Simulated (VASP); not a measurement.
# Sn2Te (P-3m1) in VASP: notebook, part 2 of 2

VASP 6.6.1. The steps go on from the part before.

### 3 Relaxation of cell and atoms, PBE

This run uses another cell than the first one: it holds 3 atoms, not 6.

File INCAR:

```
SYSTEM = Sn2Te
  PREC = Accurate
  ENCUT = 600
  EDIFF = 1E-6
  ISMEAR = 0
  SIGMA = 0.1
  LREAL = .FALSE.
  LASPH = .TRUE.
  NELM = 60
  ALGO = Fast
  ISIF = 3
  LWAVE = .FALSE.
  LCHARG = .FALSE.
  GGA = PE
  IBRION = 2
  NSW = 100
  EDIFFG = -0.01
```

File KPOINTS:

```
Automatic mesh
0
G
  12 12 8
  0 0 0
```

File POSCAR:

```
Sn2Te
1.0
    4.5017781938      0.0000000000      0.0000000000
   -2.2508890969      3.8986542780      0.0000000000
    0.0000000000      0.0000000000      5.3185131333
Sn Te
2 1
Direct
    0.3333333333      0.6666666667      0.3522884923
    0.6666666667      0.3333333333      0.6477115077
    0.0000000000      0.0000000000      0.0000000000
```

Potentials or basis: VASP PAW PBE potentials, release 64 (Sn_d, Te).

On the command line:

```sh
$ cat potpaw_PBE.64/Sn_d/POTCAR potpaw_PBE.64/Te/POTCAR > POTCAR
$ mpirun -np 1 vasp_std > vasp.out
```

OUTCAR:

```text
SYSTEM = Sn2Te
   PREC = Accurate
   ENCUT = 600
   EDIFF = 1E-6
   ISMEAR = 0
   LREAL = .FALSE.
   LASPH = .TRUE.
   NELM = 60
   ISIF = 3
   GGA = PE
   IBRION = 2
   NSW = 100
   EDIFFG = -0.01

 ion  position               nearest neighbor table
   1  0.333  0.667  0.352-   2 3.04   2 3.04   2 3.04   3 3.20   3 3.20   3 3.20
   2  0.667  0.333  0.648-   1 3.04   1 3.04   1 3.04   3 3.20   3 3.20   3 3.20
   3  0.000  0.000  0.000-   1 3.20   2 3.20   1 3.20   2 3.20   2 3.20   1 3.20

  LATTYP: Found a hexagonal cell.
 ALAT       =     4.5017781938
 C/A-ratio  =     1.1814249624

  Lattice vectors:

 A1 = (   4.5017781938,   0.0000000000,   0.0000000000)
 A2 = (  -2.2508890969,   3.8986542780,   0.0000000000)
 A3 = (   0.0000000000,   0.0000000000,   5.3185131333)

Analysis of symmetry for initial positions (statically):
=====================================================================
 Subroutine PRICEL returns:
 Original cell was already a primitive cell.

 Routine SETGRP: Setting up the symmetry group for a
 hexagonal supercell.

 Subroutine GETGRP returns: Found 12 space group operations
 (whereof 12 operations were pure point group operations)
 out of a pool of 24 trial point group operations.

The static configuration has the point symmetry D_3d.

Analysis of symmetry for dynamics (positions and initial velocities):
=====================================================================
 Subroutine PRICEL returns:
 Original cell was already a primitive cell.

 Routine SETGRP: Setting up the symmetry group for a
 hexagonal supercell.

 Subroutine GETGRP returns: Found 12 space group operations
 (whereof 12 operations were pure point group operations)
 out of a pool of 24 trial point group operations.

The dynamic configuration has the point symmetry D_3d.

 Subroutine INISYM returns: Found 12 space group operations
 (whereof 12 operations are pure point group operations),
 and found     1 'primitive' translations

----------------------------------------------------------------------------------------

                                     Primitive cell

  volume of cell :      93.3446

  direct lattice vectors                    reciprocal lattice vectors
     4.501778194  0.000000000  0.000000000     0.222134445  0.128249382  0.000000000
    -2.250889097  3.898654278  0.000000000     0.000000000  0.256498763  0.000000000
     0.000000000  0.000000000  5.318513133     0.000000000  0.000000000  0.188022475

  length of vectors
     4.501778194  4.501778194  5.318513133     0.256498763  0.256498763  0.188022475

  position of ions in fractional coordinates (direct lattice)
     0.333333333  0.666666667  0.352288492
     0.666666667  0.333333333  0.647711508
     0.000000000  0.000000000  0.000000000

  ion indices of the primitive-cell ions
   primitive index   ion index
                 1           1
                 2           2
                 3           3

----------------------------------------------------------------------------------------
[... 62 lines left out ...]
   ISTART =      0    job   : 0-new  1-cont  2-samecut
   ICHARG =      2    charge: 1-file 2-atom 10-const
   ISPIN  =      1    spin polarized calculation?
   LNONCOLLINEAR =      F non collinear calculations
   LSORBIT =      F    spin-orbit coupling
   LASPH  =      T    aspherical Exc in radial PAW
   ENCUT  =  600.0 eV  44.10 Ry    6.64 a.u.   8.99  8.99 10.62*2*pi/ulx,y,z
   NELM   =     60;   NELMIN=  2; NELMDL= -5     # of ELM steps
   EDIFF  = 0.1E-05   stopping-criterion for ELM
   LREAL  =      F    real-space projection
   EDIFFG = -.1E-01   stopping-criterion for IOM
   NSW    =    100    number of steps for IOM
   IBRION =      2    ionic relax: 0-MD 1-quasi-New 2-CG
   NFREE  =      1    steps in history (QN), initial steepest desc. (CG)
   ISIF   =      3    stress and relaxation
   ISYM   =      2    0-nonsym 1-usesym 2-fastsym
   POTIM  = 0.5000    time-step for ionic-motion
   TEBEG  =    0.0;   TEEND  =   0.0 temperature during run
   PSTRESS=    0.0 pullay stress
   NELECT =      34.0000    total number of electrons
   NUPDOWN=      -1.0000    fix difference up-down
   EMIN   =  10.00;   EMAX   =-10.00  energy-range for DOS
   EFERMI =   0.00;   METHOD = LEGACY
   ISMEAR =     0;   SIGMA  =   0.10  broadening in eV -4-tet -1-fermi 0-gaus
   EFERMI_NEDOS =   21; number of points for ismear=-14 and -15
   IALGO  =     68    algorithm
   IMIX   =      4    mixing-type and parameters
     AMIX     =   0.40;   BMIX     =  1.00
     AMIX_MAG =   1.60;   BMIX_MAG =  1.00
  volume/ion in A,a.u.               =      31.11       209.97
  Fermi-wavevector in a.u.,A,eV,Ry     =   1.169153  2.209379 18.598067  1.366919
  Thomas-Fermi vector in A             =   2.305630
   LORBIT       =      0    0 simple, 1 ext, 2 COOP (PROOUT), +10 PAW based schemes
   GGA     = PE    functional components
   LHFCALC =     F    Hartree Fock is set to
   AEXX    =    0.0000 exact exchange contribution
   IVDW    =     0    specifies the selected vdW correction
   LEPSILON=     F    determine dielectric tensor
   LRPA    =     F    only Hartree local field effects (RPA)
 conjugate gradient relaxation of ions
 non-spin polarized calculation
 RMM-DIIS sequential band-by-band and
 Gauss-broadening in eV      SIGMA  =   0.10
  energy-cutoff  :      600.00
  volume of cell :       93.34
 maximum number of plane-waves:      3152
   NGX = 17   NGY = 17   NGZ = 21

--------------------------------------- Ionic step        1  -------------------------------------------

 number of electron      34.0000002 magnetization

 Free energy of the ion-electron system (eV)
  ---------------------------------------------------
  ext. energy  EPLUGINS =         0.00000000
  ---------------------------------------------------
  free energy    TOTEN  =       -10.90533756 eV

  energy without entropy =      -10.89537028  energy(sigma->0) =      -10.90035392

------------------------ aborting loop because EDIFF is reached ----------------------------------------

  FORCE on cell =-STRESS in cart. coord.  units (eV):
  Direction    XX          YY          ZZ          XY          YZ          ZX
  --------------------------------------------------------------------------------------
  -------------------------------------------------------------------------------------
  Total       -0.3750888     -0.3750888      0.3436499      0.0000000      0.0000000      0.0000000
  in kB       -6.4380698     -6.4380698      5.8984482      0.0000000      0.0000000      0.0000000
  external PRESSURE =      -2.3258971 kB  Pullay stress =       0.0000000 kB
[... 92 lines left out ...]
  FREE ENERGIE OF THE ION-ELECTRON SYSTEM (eV)
  ---------------------------------------------------
  free  energy   TOTEN  =       -10.9312195549 eV

  energy  without entropy=      -10.9223682986  energy(sigma->0) =      -10.92679393

[... ionic steps 4 to 12 ...]

--------------------------------------- Ionic step       13  -------------------------------------------

 number of electron      34.0000004 magnetization

------------------------ aborting loop because EDIFF is reached ----------------------------------------
[... 69 lines left out ...]
--------------------------------------- Ionic step       15  -------------------------------------------

 number of electron      34.0000007 magnetization

 Free energy of the ion-electron system (eV)
  ---------------------------------------------------
  ext. energy  EPLUGINS =         0.00000000
  ---------------------------------------------------
  free energy    TOTEN  =       -10.96131291 eV

  energy without entropy =      -10.95300839  energy(sigma->0) =      -10.95716065

 E-fermi :   6.8083     XC(G=0):  -9.6096

 val. band max:        6.7653839695   @ k =   0.1667   0.0833   0.5000
 cond. band min:       6.8112933006   @ k =   0.3333   0.2500   0.1250
 fundamental gap:      0.0459093310
 Fermi energy:         6.8082747961

 k-point     1 :       0.0000    0.0000    0.0000
  band No.  band energies     occupation
      1     -14.8669      2.00000
      2     -14.8669      2.00000
      3     -14.7878      2.00000
      4     -14.7878      2.00000
      5     -14.7874      2.00000
      6     -14.6992      2.00000
[... 565 lines left out ...]
     20      10.6368      0.00000
     21      11.0700      0.00000

 [... further k-points ...]

------------------------ aborting loop because EDIFF is reached ----------------------------------------

  FORCE on cell =-STRESS in cart. coord.  units (eV):
  Direction    XX          YY          ZZ          XY          YZ          ZX
  --------------------------------------------------------------------------------------
  -------------------------------------------------------------------------------------
  Total       -0.0210963     -0.0210963     -0.0216870      0.0000000      0.0000000      0.0000000
  in kB       -0.3645253     -0.3645253     -0.3747315      0.0000000      0.0000000      0.0000000
  external PRESSURE =      -0.3679274 kB  Pullay stress =       0.0000000 kB
[... 18 lines left out ...]
  FREE ENERGIE OF THE ION-ELECTRON SYSTEM (eV)
  ---------------------------------------------------
  free  energy   TOTEN  =       -10.9613129068 eV

  energy  without entropy=      -10.9530083915  energy(sigma->0) =      -10.95716065

 reached required accuracy - stopping structural energy minimisation
```

CONTCAR:

```text
Sn2Te
   1.00000000000000
     4.2990146444945641   -0.0000000000000000   -0.0000000000000000
    -2.1495073222472820    3.7230558933446138    0.0000000000000003
     0.0000000000000000    0.0000000000000000    5.7932334298155688
  Sn              Te
     2     1
Direct
     0.3333333332999970    0.6666666667000030    0.3370889012753333
     0.6666666667000030    0.3333333332999970    0.6629110987246666
     0.0000000000000000    0.0000000000000000    0.0000000000000000

  0.00000000E+00  0.00000000E+00  0.00000000E+00
  0.00000000E+00  0.00000000E+00  0.00000000E+00
  0.00000000E+00  0.00000000E+00  0.00000000E+00
```

Run time: 28 min. Hardware: 1 thread of Intel Xeon 6975P-C (Granite Rapids), shared host; peak memory 0.45 GiB.

What came out:

* Free energy: -10.9613 eV
* Relaxed volume: 30.91 Å³/atom
* Relaxed cell: a = 4.299 Å, b = 4.299 Å, c = 5.793 Å, α = 90.00°, β = 90.00°, γ = 120.00°
* Space group after relaxing (to 0.1 Å): P-3m1 (No. 164)
* Energy gained by relaxing: 18.7 meV/atom
* Ionic steps: 15
* Pressure after relaxing: 0.0 GPa
* Largest force after relaxing: 0.009 eV/Å
* Band gap on the k mesh: zero (bands 17 and 18 overlap by 2.81 eV)

Forces on the atoms (eV/Å):
```
Sn   0.000  0.000  0.009
Sn   0.000  0.000 -0.009
Te   0.000  0.000  0.000
```

The path:
```csv
step,energy change (eV),largest force (eV/Å),pressure (GPa),volume (Å³)
1,0.0000,0.1544,-0.23,93.34
2,-0.0084,0.1427,-0.01,92.73
3,-0.0259,0.0988,0.95,90.86
4,-0.0023,0.0743,3.18,86.98
5,-0.0283,0.0652,1.37,89.95
6,-0.0319,0.0537,1.31,90.08
7,-0.0407,0.0328,1.11,90.44
8,-0.0519,0.0061,0.74,91.13
9,-0.0473,0.0728,0.23,92.31
10,-0.0538,0.0352,0.55,91.60
11,-0.0553,0.0215,0.24,92.06
12,-0.0559,0.0090,0.11,92.51
13,-0.0550,0.0167,-0.23,93.41
14,-0.0560,0.0047,-0.06,92.79
15,-0.0560,0.0086,-0.04,92.72
```

Final structure:
```
CELL_PARAMETERS angstrom
4.29901 0.00000 0.00000
-2.14951 3.72306 0.00000
0.00000 0.00000 5.79323
ATOMIC_POSITIONS crystal
Sn 0.33333 0.66667 0.33709
Sn 0.66667 0.33333 0.66291
Te 0.00000 0.00000 0.00000
```

Levels at points of the mesh, in eV from the Fermi level:
| k point | band 13 | band 14 | band 15 | band 16 | band 17 | band 18 | band 19 | band 20 | band 21 |
| --- | --- | --- | --- | --- | --- | --- | --- | --- | --- |
| (0.00, 0.00, 0.00) | -6.58 | -1.57 | -1.57 | 0.49 | 0.55 | 0.58 | 0.58 | 3.97 | 4.06 |
| (0.50, 0.00, 0.00) | -5.88 | -3.64 | -3.27 | -2.99 | -2.28 | 1.37 | 2.28 | 2.49 | 2.78 |
| (0.00, 0.00, 0.50) | -3.59 | -2.20 | -1.56 | -1.56 | 1.41 | 1.41 | 2.21 | 2.21 | 2.36 |
| (0.50, 0.00, 0.50) | -7.18 | -5.19 | -2.44 | -1.60 | -0.83 | -0.69 | 2.00 | 3.09 | 4.85 |

Caveat: spin-orbit coupling is left out, which moves the levels of the heavy elements.

The gap in the log of VASP goes by the Fermi energy; the results here count the filled bands.